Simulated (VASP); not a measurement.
# Ru4S in VASP: relaxation of the atoms with PBE

Aim: the relaxation of the atoms of Ru4S with PBE.

Everything below comes from runs of VASP 6.6.1. Logs are shortened: lines on timing, memory, paths and dates and some standing lists are left out, and cuts for length are marked.

**1. The cell of the first run**

The cell holds a slab with vacuum, 5 atoms: a = 2.720 Å, b = 2.720 Å, c = 21.866 Å, α = 90.00°, β = 90.00°, γ = 120.00°.

**2. Relaxation of the atoms, PBE**

INCAR

```
  PREC = Accurate
  ENCUT = 520
  EDIFF = 1E-6
  ISMEAR = 0
  SIGMA = 0.1
  LREAL = False
  LASPH = True
  NELM = 100
  ALGO = Normal
  ISIF = 2
  LWAVE = False
  LCHARG = False
  LDIPOL = True
  IDIPOL = 3
  DIPOL = 0.5 0.5 0.374
  GGA = PE
  IBRION = 2
  NSW = 36
  EDIFFG = -0.025
```

KPOINTS

```
Automatic mesh
0
Gamma
  12 12 1
```

POSCAR

```
Ru4S
1.0
    2.7197977462      0.0000000000      0.0000000000
   -1.3598988731      2.3554139414      0.0000000000
    0.0000000000      0.0000000000     21.8663388879
Ru S
4 1
Selective dynamics
Direct
    0.6666666667      0.3333333333      0.1829295714  F F F
    0.3333333333      0.6666666667      0.2811778374  F F F
    0.6666666667      0.3333333333      0.3790816285  F F F
    0.3333333333      0.6666666667      0.4740774823  F F F
    0.6666666667      1.3333333333      0.5549022872  F F T
```

Potentials or basis: VASP PAW PBE potentials, release 64 (Ru_pv, S).

Launch:

```bash
> cat potpaw_PBE.64/Ru_pv/POTCAR potpaw_PBE.64/S/POTCAR > POTCAR
> mpirun -np 1 vasp_std > vasp.out
```

OUTCAR:

```text
PREC = Accurate
   ENCUT = 520
   EDIFF = 1E-6
   ISMEAR = 0
   LREAL = False
   LASPH = True
   NELM = 100
   ISIF = 2
   GGA = PE
   IBRION = 2
   NSW = 36
   EDIFFG = -0.025

 ion  position               nearest neighbor table
   1  0.667  0.333  0.183-   2 2.66   2 2.66   2 2.66
   2  0.333  0.667  0.281-   3 2.65   3 2.65   3 2.65   1 2.66   1 2.66   1 2.66
   3  0.667  0.333  0.379-   4 2.60   4 2.60   4 2.60   2 2.65   2 2.65   2 2.65
   4  0.333  0.667  0.474-   5 2.36   5 2.36   5 2.36   3 2.60   3 2.60   3 2.60
   5  0.667  0.333  0.555-   4 2.36   4 2.36   4 2.36

  LATTYP: Found a hexagonal cell.
 ALAT       =     2.7197977462
 C/A-ratio  =     8.0396929950

  Lattice vectors:

 A1 = (   2.7197977462,   0.0000000000,   0.0000000000)
 A2 = (  -1.3598988731,   2.3554139414,   0.0000000000)
 A3 = (   0.0000000000,   0.0000000000,  21.8663388879)

Analysis of symmetry for initial positions (statically):
=====================================================================
 Subroutine PRICEL returns:
 Original cell was already a primitive cell.

 Routine SETGRP: Setting up the symmetry group for a
 hexagonal supercell.

 Subroutine GETGRP returns: Found  6 space group operations
 (whereof  6 operations were pure point group operations)
 out of a pool of 24 trial point group operations.

The static configuration has the point symmetry C_3v.

Analysis of symmetry for dynamics (positions and initial velocities):
=====================================================================
 Subroutine PRICEL returns:
 Original cell was already a primitive cell.

 Routine SETGRP: Setting up the symmetry group for a
 hexagonal supercell.

 Subroutine GETGRP returns: Found  6 space group operations
 (whereof  6 operations were pure point group operations)
 out of a pool of 24 trial point group operations.

The dynamic configuration has the point symmetry C_3v.

Analysis of constrained symmetry for selective dynamics:
=====================================================================
 Subroutine PRICEL returns:
 Original cell was already a primitive cell.

 Routine SETGRP: Setting up the symmetry group for a
 hexagonal supercell.

 Subroutine GETGRP returns: Found  6 space group operations
 (whereof  6 operations were pure point group operations)
 out of a pool of 24 trial point group operations.

The constrained configuration has the point symmetry C_3v.

 Subroutine INISYM returns: Found  6 space group operations
 (whereof  6 operations are pure point group operations),
 and found     1 'primitive' translations

----------------------------------------------------------------------------------------

                                     Primitive cell

  volume of cell :     140.0812

  direct lattice vectors                    reciprocal lattice vectors
     2.719797746  0.000000000  0.000000000     0.367674398  0.212276913  0.000000000
    -1.359898873  2.355413941  0.000000000     0.000000000  0.424553826  0.000000000
     0.000000000  0.000000000 21.866338888     0.000000000  0.000000000  0.045732393

  length of vectors
     2.719797746  2.719797746 21.866338888     0.424553826  0.424553826  0.045732393

  position of ions in fractional coordinates (direct lattice)
     0.666666667  0.333333333  0.182929571
     0.333333333  0.666666667  0.281177837
     0.666666667  0.333333333  0.379081629
     0.333333333  0.666666667  0.474077482
     0.666666667  0.333333333  0.554902287

  ion indices of the primitive-cell ions
   primitive index   ion index
                 1           1
                 2           2
                 3           3
                 4           4
                 5           5

----------------------------------------------------------------------------------------

 KPOINTS: Automatic mesh

Automatic generation of k-mesh.
 Grid dimensions read from file:
 generate k-points for:   12   12    1

 Generating k-lattice:

  Cartesian coordinates                     Fractional coordinates (reciprocal lattice)
     0.030639533  0.017689743  0.000000000     0.083333333  0.000000000  0.000000000
     0.000000000  0.035379485  0.000000000     0.000000000  0.083333333  0.000000000
     0.000000000  0.000000000  0.045732393     0.000000000  0.000000000  1.000000000

  Length of vectors
     0.035379485  0.035379485  0.045732393

  Shift w.r.t. Gamma in fractional coordinates (k-lattice)
     0.000000000  0.000000000  0.000000000

 Subroutine IBZKPT returns following result:
 ===========================================

 Found     19 irreducible k-points:

 Following reciprocal coordinates:
            Coordinates               Weight
  0.000000  0.000000  0.000000      1.000000
  0.083333  0.000000  0.000000      6.000000
  0.166667  0.000000  0.000000      6.000000
  0.250000 -0.000000  0.000000      6.000000
  0.333333  0.000000  0.000000      6.000000
  0.416667  0.000000  0.000000      6.000000
[... 11 lines left out ...]
  0.333333  0.250000  0.000000     12.000000
  0.333333  0.333333  0.000000      2.000000
   k-points           NKPTS =     19   k-points in BZ     NKDIM =     19   number of bands    NBANDS=     37
   number of dos      NEDOS =    301   number of ions     NIONS =      5
   total plane-waves  NPLWV =  67200
   dimension x,y,z NGX =    20 NGY =   20 NGZ =  168
   dimension x,y,z NGXF=    40 NGYF=   40 NGZF=  336
   ions per type =               4   1
   NGX,Y,Z   is equivalent  to a cutoff of  12.22, 12.22, 12.77 a.u.
   NGXF,Y,Z  is equivalent  to a cutoff of  24.45, 24.45, 25.55 a.u.
 SYSTEM =  unknown system
   PREC   = accura    normal or accurate (medium, high low for compatibility)
   ISTART =      0    job   : 0-new  1-cont  2-samecut
   ICHARG =      2    charge: 1-file 2-atom 10-const
   ISPIN  =      1    spin polarized calculation?
   LNONCOLLINEAR =      F non collinear calculations
   LSORBIT =      F    spin-orbit coupling
   LASPH  =      T    aspherical Exc in radial PAW
   ENCUT  =  520.0 eV  38.22 Ry    6.18 a.u.   5.06  5.06 40.66*2*pi/ulx,y,z
   NELM   =    100;   NELMIN=  2; NELMDL= -5     # of ELM steps
   EDIFF  = 0.1E-05   stopping-criterion for ELM
   LREAL  =      F    real-space projection
   EDIFFG = -.3E-01   stopping-criterion for IOM
   NSW    =     36    number of steps for IOM
   IBRION =      2    ionic relax: 0-MD 1-quasi-New 2-CG
   NFREE  =      1    steps in history (QN), initial steepest desc. (CG)
   ISIF   =      2    stress and relaxation
   ISYM   =      2    0-nonsym 1-usesym 2-fastsym
   POTIM  = 0.5000    time-step for ionic-motion
   TEBEG  =    0.0;   TEEND  =   0.0 temperature during run
   PSTRESS=    0.0 pullay stress
   NELECT =      62.0000    total number of electrons
   NUPDOWN=      -1.0000    fix difference up-down
   EMIN   =  10.00;   EMAX   =-10.00  energy-range for DOS
   EFERMI =   0.00;   METHOD = LEGACY
   ISMEAR =     0;   SIGMA  =   0.10  broadening in eV -4-tet -1-fermi 0-gaus
   EFERMI_NEDOS =   21; number of points for ismear=-14 and -15
   IALGO  =     38    algorithm
   IMIX   =      4    mixing-type and parameters
     AMIX     =   0.40;   BMIX     =  1.00
     AMIX_MAG =   1.60;   BMIX_MAG =  1.00
  volume/ion in A,a.u.               =      28.02       189.06
  Fermi-wavevector in a.u.,A,eV,Ry     =   1.247610  2.357641 21.177877  1.556530
  Thomas-Fermi vector in A             =   2.381734
   LORBIT       =      0    0 simple, 1 ext, 2 COOP (PROOUT), +10 PAW based schemes
   GGA     = PE    functional components
   LHFCALC =     F    Hartree Fock is set to
   AEXX    =    0.0000 exact exchange contribution
   IVDW    =     0    specifies the selected vdW correction
   LEPSILON=     F    determine dielectric tensor
   LRPA    =     F    only Hartree local field effects (RPA)
 conjugate gradient relaxation of ions
 non-spin polarized calculation
 Gauss-broadening in eV      SIGMA  =   0.10
  energy-cutoff  :      520.00
  volume of cell :      140.08
 maximum number of plane-waves:      3813
   NGX = 11   NGY = 11   NGZ = 81

 dipolmoment           0.000000      0.000000      0.003407 electrons x Angstroem

 number of electron      62.0000019 magnetization

 dipolmoment           0.000000      0.000000     -0.020702 electrons x Angstroem

 Free energy of the ion-electron system (eV)
  ---------------------------------------------------
  ext. energy  EPLUGINS =         0.00000000
  ---------------------------------------------------
  free energy    TOTEN  =       -39.57195028 eV

  energy without entropy =      -39.54183211  energy(sigma->0) =      -39.55689119

 E-fermi :   3.5621     XC(G=0):  -7.3415

 val. band max:        3.5398043178   @ k =   0.0833   0.0833   0.0000
 cond. band min:       3.5807104218   @ k =   0.3333   0.0833   0.0000
 fundamental gap:      0.0409061039
 Fermi energy:         3.5621258704

 k-point     1 :       0.0000    0.0000    0.0000
  band No.  band energies     occupation
      1     -40.2520      2.00000
      2     -39.8083      2.00000
      3     -39.5250      2.00000
      4     -39.5250      2.00000
      5     -39.3499      2.00000
      6     -39.2190      2.00000
[... 29 lines left out ...]
     36       4.3790      0.00000
     37       4.6654      0.00000

 k-point     2 :       0.0833    0.0000    0.0000
  band No.  band energies     occupation
      1     -40.2362      2.00000
      2     -39.8061      2.00000
      3     -39.5782      2.00000
      4     -39.5377      2.00000
      5     -39.3625      2.00000
      6     -39.2517      2.00000
[... 29 lines left out ...]
     36       4.6194      0.00000
     37       4.7149      0.00000

 k-point     3 :       0.1667    0.0000    0.0000
  band No.  band energies     occupation
      1     -40.1940      2.00000
      2     -39.8217      2.00000
      3     -39.6949      2.00000
      4     -39.5723      2.00000
      5     -39.4445      2.00000
      6     -39.3336      2.00000
[... 29 lines left out ...]
     36       4.6907      0.00000
     37       4.8147      0.00000

 k-point     4 :       0.2500   -0.0000    0.0000
  band No.  band energies     occupation
      1     -40.1439      2.00000
      2     -39.9465      2.00000
      3     -39.7572      2.00000
      4     -39.6192      2.00000
      5     -39.5965      2.00000
      6     -39.4481      2.00000
[... 29 lines left out ...]
     36       4.6286      0.00000
     37       4.8898      0.00000
[... 483 lines left out ...]
      1     -40.1709      2.00000
      2     -40.0596      2.00000
      3     -39.9122      2.00000
      4     -39.7898      2.00000
      5     -39.7199      2.00000
      6     -39.6070      2.00000
[... 29 lines left out ...]
     36       5.4796      0.00000
     37       7.4790      0.00000

 k-point    18 :       0.3333    0.2500    0.0000
  band No.  band energies     occupation
      1     -40.1757      2.00000
      2     -40.0582      2.00000
      3     -39.9634      2.00000
      4     -39.8083      2.00000
      5     -39.7228      2.00000
      6     -39.6457      2.00000
[... 29 lines left out ...]
     36       5.6200      0.00000
     37       9.0920      0.00000

 k-point    19 :       0.3333    0.3333    0.0000
  band No.  band energies     occupation
      1     -40.1141      2.00000
      2     -40.0538      2.00000
      3     -40.0389      2.00000
      4     -39.7615      2.00000
      5     -39.7411      2.00000
      6     -39.6776      2.00000
[... 29 lines left out ...]
     36       5.6966      0.00000
     37      10.2892      0.00000

------------------------ aborting loop because EDIFF is reached ----------------------------------------

 vacuum level on the upper side and lower side of the slab       (xc-potential included)        -0.472         0.112

  FORCE on cell =-STRESS in cart. coord.  units (eV):
  Direction    XX          YY          ZZ          XY          YZ          ZX
  --------------------------------------------------------------------------------------
  -------------------------------------------------------------------------------------
  Total        3.3803715      3.3803715      1.6795494      0.0000000      0.0000000      0.0000000
  in kB       38.6629590     38.6629590     19.2098265      0.0000000      0.0000000      0.0000000
  external PRESSURE =      32.1785815 kB  Pullay stress =       0.0000000 kB

 VOLUME and BASIS-vectors are now :
 -----------------------------------------------------------------------------
  energy-cutoff  :      520.00
  volume of cell :      140.08
      direct lattice vectors                 reciprocal lattice vectors
     2.719797746  0.000000000  0.000000000     0.367674398  0.212276913  0.000000000
    -1.359898873  2.355413941  0.000000000     0.000000000  0.424553826  0.000000000
     0.000000000  0.000000000 21.866338888     0.000000000  0.000000000  0.045732393

 POSITION                                       TOTAL-FORCE (eV/Angst)
 -----------------------------------------------------------------------------------
      1.35990      0.78514      4.00000         0.000000      0.000000      0.715597
     -0.00000      1.57028      6.14833        -0.000000      0.000000     -0.813872
      1.35990      0.78514      8.28913        -0.000000      0.000000     -1.355398
     -0.00000      1.57028     10.36634         0.000000     -0.000000      1.429795
      1.35990      0.78514     12.13368         0.000000      0.000000      0.023878
 -----------------------------------------------------------------------------------
    total drift:                               -0.000000     -0.000000      0.001186

  FREE ENERGIE OF THE ION-ELECTRON SYSTEM (eV)
  ---------------------------------------------------
  free  energy   TOTEN  =       -39.5719502767 eV

  energy  without entropy=      -39.5418321115  energy(sigma->0) =      -39.55689119

 reached required accuracy - stopping structural energy minimisation

 vacuum level on the upper side and lower side of the slab         7.933         8.511
```

It took 4.3 min on 1 thread of Intel Xeon Platinum 8259CL at 2.50GHz (Skylake/Cascade Lake), shared host; peak memory 0.29 GiB.

Results:

```
Free energy            : -39.5720 eV
Band gap on the k mesh : zero (bands 31 and 32 overlap by 2.04 eV)
```

Final structure:
```xyz
5
Lattice="2.7198 0.0000 0.0000 -1.3599 2.3554 0.0000 0.0000 0.0000 21.8663" Properties=species:S:1:pos:R:3 pbc="T T T"
Ru    1.3599    0.7851    4.0000
Ru    0.0000    1.5703    6.1483
Ru    1.3599    0.7851    8.2891
Ru    0.0000    1.5703   10.3663
S     1.3599    0.7851   12.1337
```

Caveat: the relaxation stopped at its first step, so nothing moved.

The gap in the log of VASP goes by the Fermi energy; the results here count the filled bands.